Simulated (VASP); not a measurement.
# PbSe (Clausthalite) (I4/mmm) in VASP: single point with PBE

Aim: the single point of PbSe (Clausthalite) with PBE.

All numbers are computed with VASP 6.6.1; they aren't measurements. Logs are shortened: lines on timing, memory, paths and dates and some standing lists are left out, and cuts for length are marked.

### Step 1. The cell of the first run

Symmetry: I4/mmm, No. 139, tetragonal system. The conventional cell has a = 4.388 Å, b = 4.388 Å, c = 5.957 Å, α = 90.00°, β = 90.00°, γ = 90.00°. Pb (site symmetry 4/mmm) has 6 Se at 2.98 to 3.10 Å within 3.9 Å. Within 3.9 Å of Se (site symmetry 4/mmm) lie 6 Pb at 2.98 to 3.10 Å.

### Step 2. Single point, PBE

File INCAR:

```
PREC = Accurate
ENCUT = 500
EDIFF = 1E-6
ISMEAR = 0
SIGMA = 0.05
LREAL = F
LASPH = T
NELM = 120
ALGO = Normal
ISIF = 2
LWAVE = F
LCHARG = F
GGA = PE
NBANDS = 17
GGA_COMPAT = F
```

File KPOINTS:

```
regular mesh
0
Gamma
  5 5 5
```

File POSCAR:

```
PbSe
1.0
    0.0000000000      3.1025819230      2.9784786460
    3.1025819230      0.0000000000      2.9784786460
    3.1025819230      3.1025819230      0.0000000000
Pb Se
1 1
Direct
    0.0000000000      0.0000000000      0.0000000000
    0.5000000000      0.5000000000      0.5000000000
```

Potentials or basis: VASP PAW PBE potentials, release 64 (Pb_d, Se).

On the command line:

```sh
> cat potpaw_PBE.64/Pb_d/POTCAR potpaw_PBE.64/Se/POTCAR > POTCAR
> mpirun -np 1 vasp_std > vasp.out
```

OUTCAR:

```text
PREC = Accurate
   ENCUT = 500
   EDIFF = 1E-6
   ISMEAR = 0
   LREAL = F
   LASPH = T
   NELM = 120
   ISIF = 2
   GGA = PE

 ion  position               nearest neighbor table
   1  0.000  0.000  0.000-   2 2.98   2 2.98   2 3.10   2 3.10   2 3.10   2 3.10
   2  0.500  0.500  0.500-   1 2.98   1 2.98   1 3.10   1 3.10   1 3.10   1 3.10

  LATTYP: Found a body centered tetragonal cell.
 ALAT       =     4.3877134339
 C/A-ratio  =     1.3576450198

  Lattice vectors:

 A1 = (   0.0000000000,  -3.1025819230,  -2.9784786460)
 A2 = (   0.0000000000,   3.1025819230,  -2.9784786460)
 A3 = (   3.1025819230,   0.0000000000,   2.9784786460)

Analysis of symmetry for initial positions (statically):
=====================================================================
 Subroutine PRICEL returns:
 Original cell was already a primitive cell.

 Routine SETGRP: Setting up the symmetry group for a
 body centered tetragonal supercell.

 Subroutine GETGRP returns: Found 16 space group operations
 (whereof 16 operations were pure point group operations)
 out of a pool of 16 trial point group operations.

The static configuration has the point symmetry D_4h.

Analysis of symmetry for dynamics (positions and initial velocities):
=====================================================================
 Subroutine PRICEL returns:
 Original cell was already a primitive cell.

 Routine SETGRP: Setting up the symmetry group for a
 body centered tetragonal supercell.

 Subroutine GETGRP returns: Found 16 space group operations
 (whereof 16 operations were pure point group operations)
 out of a pool of 16 trial point group operations.

The dynamic configuration has the point symmetry D_4h.

 Subroutine INISYM returns: Found 16 space group operations
 (whereof 16 operations are pure point group operations),
 and found     1 'primitive' translations

----------------------------------------------------------------------------------------

                                     Primitive cell

  volume of cell :      57.3418

  direct lattice vectors                    reciprocal lattice vectors
     0.000000000  3.102581923  2.978478646    -0.161156099  0.161156099  0.167870937
     3.102581923  0.000000000  2.978478646     0.161156099 -0.161156099  0.167870937
     3.102581923  3.102581923  0.000000000     0.161156099  0.161156099 -0.167870937

  length of vectors
     4.300854524  4.300854524  4.387713434     0.283060467  0.283060467  0.283060467

  position of ions in fractional coordinates (direct lattice)
     0.000000000  0.000000000  0.000000000
     0.500000000  0.500000000  0.500000000

  ion indices of the primitive-cell ions
   primitive index   ion index
                 1           1
                 2           2

----------------------------------------------------------------------------------------

 KPOINTS: regular mesh

Automatic generation of k-mesh.
 Grid dimensions read from file:
 generate k-points for:    5    5    5

 Generating k-lattice:

  Cartesian coordinates                     Fractional coordinates (reciprocal lattice)
    -0.032231220  0.032231220  0.033574187     0.200000000  0.000000000  0.000000000
     0.032231220 -0.032231220  0.033574187     0.000000000  0.200000000  0.000000000
     0.032231220  0.032231220 -0.033574187    -0.000000000 -0.000000000  0.200000000

  Length of vectors
     0.056612093  0.056612093  0.056612093

  Shift w.r.t. Gamma in fractional coordinates (k-lattice)
     0.000000000  0.000000000  0.000000000

 Subroutine IBZKPT returns following result:
 ===========================================

 Found     18 irreducible k-points:

 Following reciprocal coordinates:
            Coordinates               Weight
  0.000000  0.000000  0.000000      1.000000
  0.200000  0.000000  0.000000      8.000000
  0.400000  0.000000  0.000000      8.000000
  0.200000  0.200000  0.000000      2.000000
  0.400000  0.200000  0.000000      8.000000
 -0.400000  0.200000  0.000000      8.000000
[... 10 lines left out ...]
 -0.400000 -0.000000  0.400000      8.000000
 -0.400000  0.200000  0.400000      8.000000
   k-points           NKPTS =     18   k-points in BZ     NKDIM =     18   number of bands    NBANDS=     17
   number of dos      NEDOS =    301   number of ions     NIONS =      2
   total plane-waves  NPLWV =  32768
   dimension x,y,z NGX =    32 NGY =   32 NGZ =   32
   dimension x,y,z NGXF=    64 NGYF=   64 NGZF=   64
   ions per type =               1   1
   NGX,Y,Z   is equivalent  to a cutoff of  12.37, 12.37, 12.12 a.u.
   NGXF,Y,Z  is equivalent  to a cutoff of  24.74, 24.74, 24.25 a.u.
 SYSTEM =  unknown system
   PREC   = accura    normal or accurate (medium, high low for compatibility)
   ISTART =      0    job   : 0-new  1-cont  2-samecut
   ICHARG =      2    charge: 1-file 2-atom 10-const
   ISPIN  =      1    spin polarized calculation?
   LNONCOLLINEAR =      F non collinear calculations
   LSORBIT =      F    spin-orbit coupling
   LASPH  =      T    aspherical Exc in radial PAW
   ENCUT  =  500.0 eV  36.75 Ry    6.06 a.u.   7.84  7.84  8.00*2*pi/ulx,y,z
   NELM   =    120;   NELMIN=  2; NELMDL= -5     # of ELM steps
   EDIFF  = 0.1E-05   stopping-criterion for ELM
   LREAL  =      F    real-space projection
   EDIFFG = 0.1E-04   stopping-criterion for IOM
   NSW    =      0    number of steps for IOM
   IBRION =     -1    ionic relax: 0-MD 1-quasi-New 2-CG
   NFREE  =      0    steps in history (QN), initial steepest desc. (CG)
   ISIF   =      2    stress and relaxation
   ISYM   =      2    0-nonsym 1-usesym 2-fastsym
   POTIM  = 0.5000    time-step for ionic-motion
   TEBEG  =    0.0;   TEEND  =   0.0 temperature during run
   PSTRESS=    0.0 pullay stress
   NELECT =      20.0000    total number of electrons
   NUPDOWN=      -1.0000    fix difference up-down
   EMIN   =  10.00;   EMAX   =-10.00  energy-range for DOS
   EFERMI =   0.00;   METHOD = LEGACY
   ISMEAR =     0;   SIGMA  =   0.05  broadening in eV -4-tet -1-fermi 0-gaus
   EFERMI_NEDOS =   21; number of points for ismear=-14 and -15
   IALGO  =     38    algorithm
   IMIX   =      4    mixing-type and parameters
     AMIX     =   0.40;   BMIX     =  1.00
     AMIX_MAG =   1.60;   BMIX_MAG =  1.00
  volume/ion in A,a.u.               =      28.67       193.48
  Fermi-wavevector in a.u.,A,eV,Ry     =   1.152377  2.177676 18.068159  1.327972
  Thomas-Fermi vector in A             =   2.289028
   LORBIT       =      0    0 simple, 1 ext, 2 COOP (PROOUT), +10 PAW based schemes
   GGA     = PE    functional components
   LHFCALC =     F    Hartree Fock is set to
   AEXX    =    0.0000 exact exchange contribution
   IVDW    =     0    specifies the selected vdW correction
   LEPSILON=     F    determine dielectric tensor
   LRPA    =     F    only Hartree local field effects (RPA)
 non-spin polarized calculation
 Gauss-broadening in eV      SIGMA  =   0.05
  energy-cutoff  :      500.00
  volume of cell :       57.34
 maximum number of plane-waves:      1468
   NGX = 15   NGY = 15   NGZ = 15

 number of electron      19.9999996 magnetization

 Free energy of the ion-electron system (eV)
  ---------------------------------------------------
  ext. energy  EPLUGINS =         0.00000000
  ---------------------------------------------------
  free energy    TOTEN  =        -8.16390081 eV

  energy without entropy =       -8.16390081  energy(sigma->0) =       -8.16390081

 E-fermi :   5.0575     XC(G=0):  -9.5316

 val. band max:        4.7697951532   @ k =  -0.2000  -0.0000   0.2000
 cond. band min:       5.8547003538   @ k =   0.4000   0.0000   0.0000
 fundamental gap:      1.0849052006
 Fermi energy:         5.0574898532

 k-point     1 :       0.0000    0.0000    0.0000
  band No.  band energies     occupation
      1     -11.7819      2.00000
      2     -11.7812      2.00000
      3     -11.7698      2.00000
      4     -11.7698      2.00000
      5     -11.7627      2.00000
      6      -8.5379      2.00000
[... 9 lines left out ...]
     16      11.7523      0.00000
     17      13.1732      0.00000

 k-point     2 :       0.2000    0.0000    0.0000
  band No.  band energies     occupation
      1     -11.7876      2.00000
      2     -11.7797      2.00000
      3     -11.7710      2.00000
      4     -11.7606      2.00000
      5     -11.7587      2.00000
      6      -8.2454      2.00000
[... 9 lines left out ...]
     16      12.4247      0.00000
     17      15.2566      0.00000

 k-point     3 :       0.4000    0.0000    0.0000
  band No.  band energies     occupation
      1     -11.7993      2.00000
      2     -11.7893      2.00000
      3     -11.7728      2.00000
      4     -11.7458      2.00000
      5     -11.7382      2.00000
      6      -7.6162      2.00000
[... 9 lines left out ...]
     16      14.4562      0.00000
     17      16.1875      0.00000

 k-point     4 :       0.2000    0.2000    0.0000
  band No.  band energies     occupation
      1     -11.7882      2.00000
      2     -11.7881      2.00000
      3     -11.7740      2.00000
      4     -11.7539      2.00000
      5     -11.7539      2.00000
      6      -8.1106      2.00000
[... 9 lines left out ...]
     16      13.8591      0.00000
     17      13.8591      0.00000

 k-point     5 :       0.4000    0.2000    0.0000
  band No.  band energies     occupation
      1     -11.8202      2.00000
      2     -11.7865      2.00000
      3     -11.7795      2.00000
      4     -11.7429      2.00000
      5     -11.7352      2.00000
      6      -7.5436      2.00000
[... 9 lines left out ...]
     16      15.5538      0.00000
     17      16.1384      0.00000

 k-point     6 :      -0.4000    0.2000    0.0000
  band No.  band energies     occupation
      1     -11.8227      2.00000
      2     -11.7896      2.00000
      3     -11.7729      2.00000
      4     -11.7468      2.00000
      5     -11.7353      2.00000
      6      -7.3079      2.00000
[... 9 lines left out ...]
     16      14.2853      0.00000
     17      16.9832      0.00000

 k-point     7 :      -0.2000    0.2000    0.0000
  band No.  band energies     occupation
      1     -11.7951      2.00000
      2     -11.7921      2.00000
      3     -11.7623      2.00000
      4     -11.7620      2.00000
      5     -11.7523      2.00000
      6      -7.8307      2.00000
[... 9 lines left out ...]
     16      14.9115      0.00000
     17      15.5855      0.00000

 k-point     8 :       0.4000    0.4000    0.0000
  band No.  band energies     occupation
      1     -11.8811      2.00000
      2     -11.7995      2.00000
      3     -11.7614      2.00000
      4     -11.7264      2.00000
      5     -11.7264      2.00000
      6      -7.1722      2.00000
[... 9 lines left out ...]
     16      15.8674      0.00000
     17      17.4247      0.00000
[... 83 lines left out ...]
      1     -11.7975      2.00000
      2     -11.7804      2.00000
      3     -11.7759      2.00000
      4     -11.7557      2.00000
      5     -11.7445      2.00000
      6      -7.8092      2.00000
[... 9 lines left out ...]
     16      14.3249      0.00000
     17      15.1635      0.00000

 k-point    14 :      -0.4000    0.4000    0.2000
  band No.  band energies     occupation
      1     -11.8548      2.00000
      2     -11.7817      2.00000
      3     -11.7768      2.00000
      4     -11.7436      2.00000
      5     -11.7262      2.00000
      6      -7.1387      2.00000
[... 9 lines left out ...]
     16      16.1720      0.00000
     17      16.8226      0.00000

 k-point    15 :      -0.2000    0.4000    0.2000
  band No.  band energies     occupation
      1     -11.8584      2.00000
      2     -11.7748      2.00000
      3     -11.7641      2.00000
      4     -11.7626      2.00000
      5     -11.7257      2.00000
      6      -7.2002      2.00000
[... 9 lines left out ...]
     16      16.3410      0.00000
     17      17.0332      0.00000

 k-point    16 :       0.4000    0.0000    0.4000
  band No.  band energies     occupation
      1     -11.8842      2.00000
      2     -11.7852      2.00000
      3     -11.7511      2.00000
      4     -11.7489      2.00000
      5     -11.7249      2.00000
      6      -7.3364      2.00000
[... 9 lines left out ...]
     16      16.6621      0.00000
     17      17.2087      0.00000

 k-point    17 :      -0.4000   -0.0000    0.4000
  band No.  band energies     occupation
      1     -11.8766      2.00000
      2     -11.7756      2.00000
      3     -11.7598      2.00000
      4     -11.7510      2.00000
      5     -11.7265      2.00000
      6      -7.1461      2.00000
[... 9 lines left out ...]
     16      16.2034      0.00000
     17      17.4120      0.00000

 k-point    18 :      -0.4000    0.2000    0.4000
  band No.  band energies     occupation
      1     -11.8484      2.00000
      2     -11.7697      2.00000
      3     -11.7648      2.00000
      4     -11.7487      2.00000
      5     -11.7430      2.00000
      6      -7.2377      2.00000
[... 9 lines left out ...]
     16      15.9653      0.00000
     17      16.2335      0.00000

------------------------ aborting loop because EDIFF is reached ----------------------------------------

  FORCE on cell =-STRESS in cart. coord.  units (eV):
  Direction    XX          YY          ZZ          XY          YZ          ZX
  --------------------------------------------------------------------------------------
  -------------------------------------------------------------------------------------
  Total        0.2408401      0.2408401      2.1995736      0.0000000      0.0000000      0.0000000
  in kB        6.7292773      6.7292773     61.4579505      0.0000000      0.0000000      0.0000000
  external PRESSURE =      24.9721684 kB  Pullay stress =       0.0000000 kB

 VOLUME and BASIS-vectors are now :
 -----------------------------------------------------------------------------
  energy-cutoff  :      500.00
  volume of cell :       57.34
      direct lattice vectors                 reciprocal lattice vectors
     0.000000000  3.102581923  2.978478646    -0.161156099  0.161156099  0.167870937
     3.102581923  0.000000000  2.978478646     0.161156099 -0.161156099  0.167870937
     3.102581923  3.102581923  0.000000000     0.161156099  0.161156099 -0.167870937

 POSITION                                       TOTAL-FORCE (eV/Angst)
 -----------------------------------------------------------------------------------
      0.00000      0.00000      0.00000        -0.000000     -0.000000      0.000000
      3.10258      3.10258      2.97848         0.000000      0.000000      0.000000
 -----------------------------------------------------------------------------------
    total drift:                                0.000000     -0.000000     -0.000000

  FREE ENERGIE OF THE ION-ELECTRON SYSTEM (eV)
  ---------------------------------------------------
  free  energy   TOTEN  =        -8.1639008069 eV

  energy  without entropy=       -8.1639008069  energy(sigma->0) =       -8.16390081
```

It took 9.2 s on 1 thread of AMD EPYC 9R45 (Zen 5), shared host; peak memory 0.15 GiB.

Results:

| Item | Value |
| --- | --- |
| Free energy | -8.1639 eV |
| Pressure | 2.5 GPa |
| Band gap on the k mesh | 1.08 eV, indirect (least direct gap 1.15 eV) |

Levels at points of the mesh, in eV from the valence-band top:
```csv
k point,band 8,band 9,band 10,band 11,band 12,band 13
"(0.00, 0.00, 0.00)",-1.84,-1.47,-1.47,4.70,4.70,5.67
```

Caveat: spin-orbit coupling is left out, which moves the levels of the heavy elements.
